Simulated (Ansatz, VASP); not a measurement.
**One calculation of C, two programs**

```xyz
8
Lattice="2.4896 0.0000 0.0000 -1.2448 2.1561 0.0000 0.0000 0.0000 8.2143" Properties=species:S:1:pos:R:3 pbc="T T T"
C     0.0000    0.0000    0.8234
C     0.0000    0.0000    4.9305
C     0.0000    0.0000    3.2837
C     0.0000    0.0000    7.3909
C     0.0000    1.4374    1.2310
C     1.2448    0.7187    5.3382
C     0.0000    1.4374    2.8761
C     1.2448    0.7187    6.9832
```

Change from the starting cell: mode 21 frozen in at +0.060 Å, strain +e along z and -e/2 along x and y +0.0000.

Alike in both runs: task single point; functional LDA; k mesh 12 × 12 × 4; occupations gaussian, width 0.05 eV; no spin polarisation.

|  | VASP | Ansatz |
| --- | --- | --- |
| version | VASP 6.6.1 | Ansatz 0.2.0 |
| potentials or method | VASP PAW LDA potentials, release 64 (C), cutoff 520 eV | scalar-relativistic, plane waves, PAW |
| valence electrons in the cell | 32 | 32 |

|  | VASP | Ansatz | Ansatz less VASP |
| --- | --- | --- | --- |
| gap on the k mesh at the Fermi level (eV) | 2.23 | 2.23 | -0.007 |
| least direct gap on the mesh (eV) | 2.23 | 2.23 | -0.007 |
| pressure (GPa) | 6.2 | 4.5 | -1.70 |
| traceless stress, the component that is largest in VASP (GPa) | -0.10 | 0.40 | +0.500 |
| rms of the force components (eV/Å) | 1.880 | 1.869 | -0.0106 |

Ansatz warns that its potentials were made for another functional, while VASP's fit it. LDA's correlation is that of Perdew and Zunger in VASP and of Perdew and Wang (1992) in Ansatz. Atom by atom the forces differ by 0.011 eV/Å (rms over components).
